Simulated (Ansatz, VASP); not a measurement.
# K in VASP and in Ansatz

```
K
1.0
    -2.65387    2.65387    2.54771
     2.65387   -2.65387    2.54771
     2.65387    2.65387   -2.54771
K
1
Cartesian
  0.0000 0.0000 0.0000
```

Alike in both runs: task single point; functional PBE; k mesh 14 × 14 × 14; occupations gaussian, width 0.15 eV; no spin polarisation.

|  | VASP | Ansatz |
| --- | --- | --- |
| version | VASP 6.6.1 | Ansatz 0.2.0 |
| potentials or method | VASP PAW PBE potentials, release 64 (K_sv), cutoff 520 eV | scalar-relativistic, plane waves, PAW |
| valence electrons in the cell | 9 | 9 |

|  | VASP | Ansatz | Ansatz less VASP |
| --- | --- | --- | --- |
| gap on the k mesh at the Fermi level (eV) | none | none | - |
| pressure (GPa) | 0.1 | 0.1 | 0.00 |

A gap of «none» marks a metal or a gap that the smearing closes. The functional is the same, so the differences come from potentials, cutoffs and numerics.
